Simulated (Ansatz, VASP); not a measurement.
Os in VASP and in Ansatz

The input INCAR:

```
PREC = Accurate
ENCUT = 520
EDIFF = 1E-8
ISMEAR = -1
SIGMA = 0.15
LREAL = F
LASPH = T
NELM = 100
ALGO = Normal
ISIF = 2
LWAVE = F
LCHARG = F
GGA = PS
LEFG = T
NBANDS = 15
```

Contents of KPOINTS:

```
regular mesh
0
Gamma
  18 18 10
```

POSCAR

```
Os
1.0
    2.7289174781      0.0000000000      0.0000000000
   -1.3644587391      2.3633118608      0.0000000000
    0.0000000000      0.0000000000      4.3114564536
Os
2
Direct
    0.3333333333      0.6666666667      0.2500000000
    0.6666666667      0.3333333333      0.7500000000
```

Input for Ansatz:

```yaml
crystal:
  lattice:
    - [2.7289174781, 0.0, 0.0]
    - [-1.3644587391, 2.3633118608, 0.0]
    - [0.0, 0.0, 4.3114564536]
  atoms:
    - { symbol: Os, position: [0.3333333333, 0.6666666667, 0.25] }
    - { symbol: Os, position: [0.6666666667, 0.3333333333, 0.75] }
basis:
  ecutwfc: 420
kpoints:
  mp_grid: { grid: [18, 18, 10] }
hamiltonian:
  xc: pbesol
scf:
  occupations: { method: fermi_dirac, width: 0.15 }
output:
  forces: true
  stress: true
  eigenvalues: true
  efg: {}
checkpoint:
  read: start.run
  write: ck
  compress: false
  write_wavefunctions: false
  write_every: 100000
```

Alike in both runs: task electric field gradients; functional PBEsol; k mesh 18 × 18 × 10; occupations fermi-dirac, width 0.15 eV; no spin polarisation.

|  | VASP | Ansatz |
| --- | --- | --- |
| version | VASP 6.6.1 | Ansatz 0.2.0 |
| potentials or method | VASP PAW PBE potentials, release 64 (Os), cutoff 520 eV | scalar-relativistic, plane waves, PAW |
| valence electrons in the cell | 16 | 32 |

|  | VASP | Ansatz | Ansatz less VASP |
| --- | --- | --- | --- |
| gap on the k mesh at the Fermi level (eV) | none | none | - |
| pressure (GPa) | 0.5 | 0.0 | -0.48 |
| traceless stress, the component that is largest in VASP (GPa) | -0.05 | 0.00 | +0.054 |
| size of Vzz on the site where it differs most (V/Å²) | 80.1 | 59.6 | -20.54 |

VASP's potentials were made for PBE, not for PBEsol. A gap of «none» marks a metal or a gap that the smearing closes. VASP's potentials hold 16 valence electrons a cell and Ansatz's 32, so a difference there can come from the potentials and not from the codes.

Neither program's run includes spin-orbit coupling.
